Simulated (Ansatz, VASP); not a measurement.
## GaN in VASP and in Ansatz

Contents of INCAR:

```
SYSTEM = GaN
PREC = Accurate ; ENCUT = 520
EDIFF = 1E-7 ; ISMEAR = -1
SIGMA = 0.02 ; LREAL = .False.
LASPH = .True. ; NELM = 60
ALGO = Normal ; ISIF = 2
LWAVE = .False. ; LCHARG = .False.
GGA = PE ; NBANDS = 16
```

Contents of KPOINTS:

```
Automatic mesh
0
Gamma
  10 10 10
  0 0 0
```

POSCAR

```
GaN
1.0
    0.0000000000      2.1717706913      2.1717706913
    2.1717706913      0.0000000000      2.1717706913
    2.1717706913      2.1717706913      0.0000000000
Ga N
1 1
Direct
    0.0000000000      0.0000000000      0.0000000000
    0.5000000000      0.5000000000      0.5000000000
```

Input for Ansatz:

```yaml
crystal:
  lattice:
    - [0.0, 2.1717706913, 2.1717706913]
    - [2.1717706913, 0.0, 2.1717706913]
    - [2.1717706913, 2.1717706913, 0.0]
  atoms:
    - { symbol: Ga, position: [0.0, 0.0, 0.0] }
    - { symbol: "N", position: [0.5, 0.5, 0.5] }
kpoints:
  mp_grid: { grid: [10, 10, 10] }
  band_path:
    path:
      - [0.0, 0.0, 0.0]
      - [0.5, 0.0, 0.5]
      - [0.625, 0.25, 0.625]
      - [0.375, 0.375, 0.75]
      - [0.5, 0.5, 0.5]
      - [0.5, 0.25, 0.75]
      - [0.0, 0.174479, -0.174479]
      - [0.0, 0.5, 0.5]
    npoints: 1
hamiltonian:
  xc: pbe
scf:
  occupations: { method: fermi_dirac, width: 0.02 }
  n_extra_bands: 4
output:
  forces: true
  stress: true
  eigenvalues: true
  write_density: true
  write_potential: true
  elf: true
  volumetric_format: npy
```

Change from the starting cell: hydrostatic strain +3.0%.

Alike in both runs: task single point; functional PBE; k mesh 10 × 10 × 10; occupations fermi-dirac, width 0.02 eV; no spin polarisation.

```csv
,VASP,Ansatz
version,VASP 6.6.1,Ansatz 0.2.0
potentials or method,"VASP PAW PBE potentials, release 64 (Ga_d, N)","plane waves, PAW"
plane-wave cutoff (eV),520,420
valence electrons in the cell,18,18
```

|  | VASP | Ansatz | Ansatz less VASP |
| --- | --- | --- | --- |
| pressure (GPa) | -9.1 | -9.7 | -0.66 |
